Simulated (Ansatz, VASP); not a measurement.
Two plane-wave programs on K

File INCAR:

```
PREC = Accurate
ENCUT = 520
EDIFF = 1E-7
ISMEAR = 0
SIGMA = 0.15
LREAL = False
LASPH = True
NELM = 100
ALGO = Fast
ISIF = 2
LWAVE = False
LCHARG = False
GGA = PE
NBANDS = 10
```

The input KPOINTS:

```
Automatic mesh
0
Gamma
  12 12 12
```

File POSCAR:

```
K
1.0
    4.1811263053      0.0000000000      0.0000000000
    0.0000000000      4.1811263053      0.0000000000
    0.0000000000      0.0000000000      4.3104394900
K
1
Direct
    0.0000000000      0.0000000000      0.0000000000
```

Input for Ansatz:

```yaml
crystal:
  lattice:
    - [4.1811263053, 0.0, 0.0]
    - [0.0, 4.1811263053, 0.0]
    - [0.0, 0.0, 4.31043949]
  atoms:
    - { symbol: K, position: [0.0, 0.0, 0.0] }
basis:
  ecutwfc: 420
kpoints:
  mp_grid: { grid: [12, 12, 12] }
hamiltonian:
  xc: pbe
scf:
  occupations: { method: gaussian, width: 0.15 }
output:
  forces: true
  stress: true
  eigenvalues: true
```

Change from the starting cell: strain -0.030 along x and y, +0.000 along z, atoms carried along.

Alike in both runs: task single point; functional PBE; k mesh 12 × 12 × 12; occupations gaussian, width 0.15 eV; no spin polarisation.

|  | VASP | Ansatz |
| --- | --- | --- |
| version | VASP 6.6.1 | Ansatz 0.2.0 |
| potentials or method | VASP PAW PBE potentials, release 64 (K_sv), cutoff 520 eV | scalar-relativistic, plane waves, PAW |
| valence electrons in the cell | 9 | 9 |

```tsv
	VASP	Ansatz	Ansatz less VASP
gap on the k mesh at the Fermi level (eV)	none	none	-
pressure (GPa)	0.1	0.2	+0.01
traceless stress, the component that is largest in VASP (GPa)	-0.20	-0.20	0.000
```

A gap of «none» marks a metal or a gap that the smearing closes.
